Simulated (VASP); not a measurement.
# Sn (Immm) in VASP: single point with LDA

Aim: the single point of Sn with LDA.

Everything below comes from runs of VASP 6.6.1. Logs are shortened: lines on timing, memory, paths and dates and some standing lists are left out, and cuts for length are marked.

## (1) The cell of the first run

The structure is orthorhombic, space group Immm (No. 71). The conventional cell has a = 3.453 Å, b = 3.551 Å, c = 4.677 Å, α = 90.00°, β = 90.00°, γ = 90.00°. Within 4.7 Å of Sn (site symmetry mmm) lie 14 Sn at 3.41 to 4.68 Å.

## (2) Single point, LDA

Input file INCAR:

```
SYSTEM = Sn
ALGO = Normal
EDIFF = 1E-6
ENCUT = 500
GGA_COMPAT = .False.
ISIF = 2
ISMEAR = -1
LASPH = .True.
LCHARG = .False.
LREAL = .False.
LWAVE = .False.
NBANDS = 13
NELM = 120
PREC = Accurate
SIGMA = 0.1
```

Input file KPOINTS:

```
Automatic mesh
0
Gamma
  11 11 11
  0.5 0.5 0.5
```

Input file POSCAR:

```
Sn
1.0
   -1.7265390000      1.7755470000      2.3383420000
    1.7265390000     -1.7755470000      2.3383420000
    1.7265390000      1.7755470000     -2.3383420000
Sn
1
Direct
    0.0000000000      0.0000000000      0.0000000000
```

Potentials or basis: VASP PAW LDA potentials, release 64 (Sn_d).

Launch:

```
> cat potpaw_LDA.64/Sn_d/POTCAR > POTCAR
> mpirun -np 1 vasp_std > vasp.out
```

OUTCAR:

```text
SYSTEM = Sn
   EDIFF = 1E-6
   ENCUT = 500
   ISIF = 2
   ISMEAR = -1
   LASPH = .True.
   LREAL = .False.
   NELM = 120
   PREC = Accurate

 ion  position               nearest neighbor table
   1  0.000  0.000  0.000-

  LATTYP: Found a body centered orthorhombic cell.
 ALAT       =     3.4530780000
 B/A-ratio  =     1.0283851103
 C/A-ratio  =     1.3543522620

  Lattice vectors:

 A1 = (  -1.7265390000,   1.7755470000,   2.3383420000)
 A2 = (   1.7265390000,  -1.7755470000,   2.3383420000)
 A3 = (   1.7265390000,   1.7755470000,  -2.3383420000)

Analysis of symmetry for initial positions (statically):
=====================================================================
 Subroutine PRICEL returns:
 Original cell was already a primitive cell.

 Routine SETGRP: Setting up the symmetry group for a
 body centered orthorhombic supercell.

 Subroutine GETGRP returns: Found  8 space group operations
 (whereof  8 operations were pure point group operations)
 out of a pool of  8 trial point group operations.

The static configuration has the point symmetry D_2h.

Analysis of symmetry for dynamics (positions and initial velocities):
=====================================================================
 Subroutine PRICEL returns:
 Original cell was already a primitive cell.

 Routine SETGRP: Setting up the symmetry group for a
 body centered orthorhombic supercell.

 Subroutine GETGRP returns: Found  8 space group operations
 (whereof  8 operations were pure point group operations)
 out of a pool of  8 trial point group operations.

The dynamic configuration has the point symmetry D_2h.

 Subroutine INISYM returns: Found  8 space group operations
 (whereof  8 operations are pure point group operations),
 and found     1 'primitive' translations

----------------------------------------------------------------------------------------

                                     Primitive cell

  volume of cell :      28.6732

  direct lattice vectors                    reciprocal lattice vectors
    -1.726539000  1.775547000  2.338342000     0.000000000  0.281603359  0.213826720
     1.726539000 -1.775547000  2.338342000     0.289596702  0.000000000  0.213826720
     1.726539000  1.775547000 -2.338342000     0.289596702  0.281603359  0.000000000

  length of vectors
     3.406075069  3.406075069  3.406075069     0.353584952  0.359983494  0.403938983

  position of ions in fractional coordinates (direct lattice)
     0.000000000  0.000000000  0.000000000

  ion indices of the primitive-cell ions
   primitive index   ion index
                 1           1

----------------------------------------------------------------------------------------

 KPOINTS: Automatic mesh

Automatic generation of k-mesh.
 Grid dimensions read from file:
 generate k-points for:   11   11   11

 Generating k-lattice:

  Cartesian coordinates                     Fractional coordinates (reciprocal lattice)
     0.000000000  0.025600305  0.019438793     0.090909091  0.000000000 -0.000000000
     0.026326973  0.000000000  0.019438793     0.000000000  0.090909091  0.000000000
     0.026326973  0.025600305  0.000000000    -0.000000000  0.000000000  0.090909091

  Length of vectors
     0.032144087  0.032725772  0.036721726

  Shift w.r.t. Gamma in fractional coordinates (k-lattice)
     0.500000000  0.500000000  0.500000000

 Subroutine IBZKPT returns following result:
 ===========================================

 Found    216 irreducible k-points:

 Following reciprocal coordinates:
            Coordinates               Weight
  0.045455  0.045455  0.045455      8.000000
  0.136364  0.045455  0.045455      8.000000
  0.227273  0.045455  0.045455      8.000000
  0.318182  0.045455  0.045455      8.000000
  0.409091  0.045455  0.045455      8.000000
 -0.045455  0.045455  0.045455      2.000000
[... 16 lines left out ...]
  0.500000  0.227273  0.045455      8.000000
 -0.409091  0.227273  0.045455      8.000000
 [... further k-points ...]
   k-points           NKPTS =    216   k-points in BZ     NKDIM =    216   number of bands    NBANDS=     13
   number of dos      NEDOS =    301   number of ions     NIONS =      1
   total plane-waves  NPLWV =  21952
   dimension x,y,z NGX =    28 NGY =   28 NGZ =   28
   dimension x,y,z NGXF=    56 NGYF=   56 NGZF=   56
   ions per type =               1
   NGX,Y,Z   is equivalent  to a cutoff of  13.67, 13.67, 13.67 a.u.
   NGXF,Y,Z  is equivalent  to a cutoff of  27.33, 27.33, 27.33 a.u.
 SYSTEM =  Sn
   PREC   = accura    normal or accurate (medium, high low for compatibility)
   ISTART =      0    job   : 0-new  1-cont  2-samecut
   ICHARG =      2    charge: 1-file 2-atom 10-const
   ISPIN  =      1    spin polarized calculation?
   LNONCOLLINEAR =      F non collinear calculations
   LSORBIT =      F    spin-orbit coupling
   LASPH  =      T    aspherical Exc in radial PAW
   ENCUT  =  500.0 eV  36.75 Ry    6.06 a.u.   6.21  6.21  6.21*2*pi/ulx,y,z
   NELM   =    120;   NELMIN=  2; NELMDL= -5     # of ELM steps
   EDIFF  = 0.1E-05   stopping-criterion for ELM
   LREAL  =      F    real-space projection
   EDIFFG = 0.1E-04   stopping-criterion for IOM
   NSW    =      0    number of steps for IOM
   IBRION =     -1    ionic relax: 0-MD 1-quasi-New 2-CG
   NFREE  =      0    steps in history (QN), initial steepest desc. (CG)
   ISIF   =      2    stress and relaxation
   ISYM   =      2    0-nonsym 1-usesym 2-fastsym
   POTIM  = 0.5000    time-step for ionic-motion
   TEBEG  =    0.0;   TEEND  =   0.0 temperature during run
   PSTRESS=    0.0 pullay stress
   NELECT =      14.0000    total number of electrons
   NUPDOWN=      -1.0000    fix difference up-down
   EMIN   =  10.00;   EMAX   =-10.00  energy-range for DOS
   EFERMI =   0.00;   METHOD = LEGACY
   ISMEAR =    -1;   SIGMA  =   0.10  broadening in eV -4-tet -1-fermi 0-gaus
   EFERMI_NEDOS =   21; number of points for ismear=-14 and -15
   IALGO  =     38    algorithm
   IMIX   =      4    mixing-type and parameters
     AMIX     =   0.40;   BMIX     =  1.00
     AMIX_MAG =   1.60;   BMIX_MAG =  1.00
  volume/ion in A,a.u.               =      28.67       193.50
  Fermi-wavevector in a.u.,A,eV,Ry     =   1.289116  2.436076 22.610433  1.661820
  Thomas-Fermi vector in A             =   2.421028
   LORBIT       =      0    0 simple, 1 ext, 2 COOP (PROOUT), +10 PAW based schemes
   GGA     = CA    functional components
   LHFCALC =     F    Hartree Fock is set to
   AEXX    =    0.0000 exact exchange contribution
   IVDW    =     0    specifies the selected vdW correction
   LEPSILON=     F    determine dielectric tensor
   LRPA    =     F    only Hartree local field effects (RPA)
 non-spin polarized calculation
  energy-cutoff  :      500.00
  volume of cell :       28.67
 maximum number of plane-waves:       745
 NGX is ok and might be reduce to    28
   NGX = 13   NGY = 13   NGZ = 13

 number of electron      13.9999998 magnetization

 Free energy of the ion-electron system (eV)
  ---------------------------------------------------
  ext. energy  EPLUGINS =         0.00000000
  ---------------------------------------------------
  free energy    TOTEN  =        -4.40580008 eV

  energy without entropy =       -4.38754989  energy(sigma->0) =       -4.39667499

 E-fermi :   7.2553     XC(G=0): -10.3521

 val. band max:        7.2147277709   @ k =   0.2273  -0.4091   0.0455
 cond. band min:       7.2776802880   @ k =  -0.3182   0.3182   0.1364
 fundamental gap:      0.0629525171
 Fermi energy:         7.2553038094

 k-point     1 :       0.0455    0.0455    0.0455
  band No.  band energies     occupation
      1     -14.2153      2.00000
      2     -14.1942      2.00000
      3     -14.1740      2.00000
      4     -14.1516      2.00000
      5     -14.1181      2.00000
      6      -3.2780      2.00000
      7      12.5554      0.00000
      8      13.3034      0.00000
      9      14.1949      0.00000
     10      16.9531      0.00000
     11      19.1729      0.00000
     12      19.3435      0.00000
     13      19.9332      0.00000

 k-point     2 :       0.1364    0.0455    0.0455
  band No.  band energies     occupation
      1     -14.2110      2.00000
      2     -14.1863      2.00000
      3     -14.1705      2.00000
      4     -14.1407      2.00000
      5     -14.1146      2.00000
      6      -2.8016      2.00000
      7      10.0075      0.00000
      8      12.5349      0.00000
      9      13.9567      0.00000
     10      17.1060      0.00000
     11      18.4077      0.00000
     12      19.8515      0.00000
     13      20.3357      0.00000

 k-point     3 :       0.2273    0.0455    0.0455
  band No.  band energies     occupation
      1     -14.2046      2.00000
      2     -14.1890      2.00000
      3     -14.1706      2.00000
      4     -14.1209      2.00000
      5     -14.0990      2.00000
      6      -2.0145      2.00000
      7       7.4158      0.33449
      8      11.9757      0.00000
      9      13.4636      0.00000
     10      16.8126      0.00000
     11      18.1203      0.00000
     12      20.0993      0.00000
     13      20.5210      0.00000
[... 305 lines left out ...]
 k-point    23 :       0.5000    0.2273    0.0455
  band No.  band energies     occupation
      1     -14.2285      2.00000
      2     -14.1812      2.00000
      3     -14.1255      2.00000
      4     -14.1047      2.00000
      5     -14.0704      2.00000
      6       0.3203      2.00000
      7       5.3484      2.00000
      8       8.1273      0.00033
      9      10.3001      0.00000
     10      14.5789      0.00000
     11      18.6513      0.00000
     12      22.3990      0.00000
     13      22.9875      0.00000

 k-point    24 :      -0.4091    0.2273    0.0455
  band No.  band energies     occupation
      1     -14.2403      2.00000
      2     -14.1908      2.00000
      3     -14.1200      2.00000
      4     -14.1060      2.00000
      5     -14.0759      2.00000
      6      -0.7631      2.00000
      7       7.1971      1.28286
      8       9.2104      0.00000
      9      10.3991      0.00000
     10      14.4720      0.00000
     11      16.4399      0.00000
     12      23.4248      0.00000
     13      23.7985      0.00000

 [... further k-points ...]

------------------------ aborting loop because EDIFF is reached ----------------------------------------

  FORCE on cell =-STRESS in cart. coord.  units (eV):
  Direction    XX          YY          ZZ          XY          YZ          ZX
  --------------------------------------------------------------------------------------
  -------------------------------------------------------------------------------------
  Total       -0.7592583     -0.9169309     -0.8906433      0.0000000      0.0000000      0.0000000
  in kB      -42.4251644    -51.2354544    -49.7665817      0.0000000      0.0000000      0.0000000
  external PRESSURE =     -47.8090668 kB  Pullay stress =       0.0000000 kB

 VOLUME and BASIS-vectors are now :
 -----------------------------------------------------------------------------
  energy-cutoff  :      500.00
  volume of cell :       28.67
      direct lattice vectors                 reciprocal lattice vectors
    -1.726539000  1.775547000  2.338342000     0.000000000  0.281603359  0.213826720
     1.726539000 -1.775547000  2.338342000     0.289596702  0.000000000  0.213826720
     1.726539000  1.775547000 -2.338342000     0.289596702  0.281603359  0.000000000

 POSITION                                       TOTAL-FORCE (eV/Angst)
 -----------------------------------------------------------------------------------
      0.00000      0.00000      0.00000        -0.000000      0.000000     -0.000000
 -----------------------------------------------------------------------------------
    total drift:                                0.000000      0.000000      0.000000

  FREE ENERGIE OF THE ION-ELECTRON SYSTEM (eV)
  ---------------------------------------------------
  free  energy   TOTEN  =        -4.4058000802 eV

  energy  without entropy=       -4.3875498941  energy(sigma->0) =       -4.39667499
```

Run time: 85 s. Hardware: 1 thread of AMD EPYC 7R43 (Zen 3), shared host; peak memory 0.15 GiB.

What came out:

```yaml
Free_energy: -4.4058 eV
Pressure: -4.8 GPa
Band_gap_on_the_k_mesh: zero (bands 7 and 8 overlap by 8.58 eV)
```

Caveat: the cell stands under tension; spin-orbit coupling is left out, which moves the levels of the heavy elements.
